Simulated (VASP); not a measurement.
# TiAl (Amm2) in VASP: a series of runs, part 2 of 2

VASP 6.6.1.

## Step 4: Single point, PBEsol (atoms displaced along a vibrational mode)

Input file INCAR:

```
PREC     = Accurate       # precision mode
ENCUT    = 520            # plane-wave cutoff, eV
EDIFF    = 1E-7           # SCF threshold, eV
ISMEAR   = 0              # smearing method
SIGMA    = 0.15           # smearing width, eV
LREAL    = False          # projectors in reciprocal space
LASPH    = True           # aspherical terms in the spheres
NELM     = 60             # most SCF steps
ALGO     = Fast           # electronic algorithm
ISIF     = 2              # what is computed and relaxed
LWAVE    = False          # write WAVECAR
LCHARG   = False          # write CHGCAR
GGA      = PS             # functional
NBANDS   = 14             # bands
```

Input file KPOINTS:

```
regular mesh
0
Gamma
  24 24 14
```

Input file POSCAR:

```
TiAl
1.0
    2.8478212847      0.0000000000      0.0000000000
   -1.4239106423      2.4662855780      0.0000000000
    0.0000000000      0.0000000000      4.6199447394
Ti Al
1 1
Direct
    0.0114276555      0.0228553110      0.0000000000
    0.3130599309      0.6261198618      0.5000000000
```

Potentials or basis: VASP PAW PBE potentials, release 64 (Ti_sv, Al).

Started as:

```
> cat potpaw_PBE.64/Ti_sv/POTCAR potpaw_PBE.64/Al/POTCAR > POTCAR
> mpirun -np 1 vasp_std > vasp.out
```

OUTCAR:

```text
PREC = Accurate
   ENCUT = 520
   EDIFF = 1E-7
   ISMEAR = 0
   LREAL = False
   LASPH = True
   NELM = 60
   ISIF = 2
   GGA = PS

 ion  position               nearest neighbor table
   1  0.011  0.023  0.000-   2 2.75   2 2.75   2 2.88   2 2.88   2 2.88   2 2.88
   2  0.313  0.626  0.500-   1 2.75   1 2.75   1 2.88   1 2.88   1 2.88   1 2.88

  LATTYP: Found a hexagonal cell.
 ALAT       =     2.8478212847
 C/A-ratio  =     1.6222734075

  Lattice vectors:

 A1 = (   2.8478212847,   0.0000000000,   0.0000000000)
 A2 = (  -1.4239106423,   2.4662855780,   0.0000000000)
 A3 = (   0.0000000000,   0.0000000000,   4.6199447394)

Analysis of symmetry for initial positions (statically):
=====================================================================
 Subroutine PRICEL returns:
 Original cell was already a primitive cell.

 Routine SETGRP: Setting up the symmetry group for a
 hexagonal supercell.

 Subroutine GETGRP returns: Found  4 space group operations
 (whereof  4 operations were pure point group operations)
 out of a pool of 24 trial point group operations.

The static configuration has the point symmetry C_2v.

[... 166 lines left out ...]
 fundamental gap:      0.0004389343
 Fermi energy:         8.0364444171

 k-point     1 :       0.0000    0.0000    0.0000
  band No.  band energies     occupation
      1     -48.1933      2.00000
      2     -24.6219      2.00000
      3     -24.1801      2.00000
      4     -24.1684      2.00000
      5      -0.9974      2.00000
      6       5.7276      2.00000
      7       6.2487      2.00000
      8       9.3370      0.00000
      9       9.3523      0.00000
     10      10.8382      0.00000
     11      10.9003      0.00000
     12      12.1171      0.00000
     13      21.0657      0.00000
     14      21.1022      0.00000
[... 377 lines left out ...]
      1     -48.0881      2.00000
      2     -24.7993      2.00000
      3     -24.5189      2.00000
      4     -24.3142      2.00000
      5       4.2662      2.00000
      6       5.1920      2.00000
      7       6.5025      2.00000
      8       7.0250      2.00000
      9      10.1626      0.00000
     10      12.1116      0.00000
     11      12.1723      0.00000
     12      12.2955      0.00000
     13      13.5494      0.00000
     14      16.0255      0.00000

 [... further k-points ...]
[... 5 lines left out ...]
  --------------------------------------------------------------------------------------
  -------------------------------------------------------------------------------------
  Total       -0.4972477      0.4866732      0.1465806      0.0000000      0.0000000      0.0000000
  in kB      -24.5522034     24.0300761      7.2375948      0.0000000      0.0000000      0.0000000
  external PRESSURE =       2.2384892 kB  Pullay stress =       0.0000000 kB

 VOLUME and BASIS-vectors are now :
 -----------------------------------------------------------------------------
  energy-cutoff  :      520.00
  volume of cell :       32.45
      direct lattice vectors                 reciprocal lattice vectors
     2.847821285  0.000000000  0.000000000     0.351145630  0.202734024  0.000000000
    -1.423910642  2.466285578  0.000000000     0.000000000  0.405468048  0.000000000
     0.000000000  0.000000000  4.619944739     0.000000000  0.000000000  0.216452805

 POSITION                                       TOTAL-FORCE (eV/Angst)
 -----------------------------------------------------------------------------------
      0.00000      0.05637      0.00000        -0.000000     -0.389343      0.000000
      0.00000      1.54419      2.30997         0.000000      0.389343      0.000000
 -----------------------------------------------------------------------------------
    total drift:                                0.000000     -0.000256      0.000000

  FREE ENERGIE OF THE ION-ELECTRON SYSTEM (eV)
  ---------------------------------------------------
  free  energy   TOTEN  =       -12.9173699429 eV

  energy  without entropy=      -12.8882826462  energy(sigma->0) =      -12.90282629
```

Wall time 44 min (1 thread of AMD EPYC 7R43 (Zen 3), shared host); peak memory 0.61 GiB.

Results:

| Property | Result |
| --- | --- |
| Free energy | -12.9174 eV |
| Pressure | 0.2 GPa |
| Largest force | 0.389 eV/Å |
| Band gap on the k mesh | zero (an odd number of electrons rules out a gap without spin polarisation) |

Forces in eV/Å, atoms in the order of the input:
```
Ti   0.000 -0.389  0.000
Al   0.000  0.389  0.000
```

Stress tensor (GPa, compression positive):
```
-2.46  0.00  0.00
 0.00  2.40  0.00
 0.00  0.00  0.72
```

Levels at points of the mesh, in eV from the Fermi level:
| k point | band 5 | band 6 | band 7 | band 8 | band 9 | band 10 | band 11 | band 12 |
| --- | --- | --- | --- | --- | --- | --- | --- | --- |
| (0.00, 0.00, 0.00) | -9.03 | -2.31 | -1.79 | 1.30 | 1.32 | 2.80 | 2.86 | 4.08 |
| (0.50, 0.00, 0.00) | -3.77 | -2.84 | -1.53 | -1.01 | 2.13 | 4.08 | 4.14 | 4.26 |
| (0.00, 0.50, 0.00) | -3.77 | -2.79 | -1.67 | -1.04 | 2.16 | 4.08 | 4.17 | 4.44 |
| (0.00, 0.00, 0.50) | -8.09 | -5.32 | -0.43 | 1.31 | 1.33 | 2.72 | 2.78 | 6.97 |
| (0.50, 0.00, 0.50) | -3.72 | -2.37 | -1.90 | 0.61 | 0.98 | 1.92 | 3.03 | 4.08 |
| (0.00, 0.50, 0.50) | -3.73 | -2.48 | -1.78 | 0.47 | 0.96 | 1.95 | 3.15 | 4.08 |

Caveat: the cell differs from its parent crystal (atoms displaced along a vibrational mode); the PAW data sets were made with another functional, which shifts forces and pressure a little.

## Step 5: The runs side by side

| cell | gap on the mesh (eV) | pressure (GPa) | largest force (eV/Å) |
| --- | --- | --- | --- |
| as given, atomic positions A | none | 1.0 | 0.86 |
| as given, atomic positions B | none | 0.4 | 0.34 |
| as given, atomic positions C | none | 0.2 | 0.39 |

Alike in all rows: task single point; level PBEsol; potentials or basis VASP PAW PBE potentials, release 64 (Ti_sv, Al); no spin polarisation; k mesh 24 × 24 × 14; cutoff (eV) 520; smearing gaussian 0.15 eV.

Caveats: the PAW data sets were made with another functional, which shifts forces and pressure a little.

Absolute energies hang on the potentials; compare differences alone.
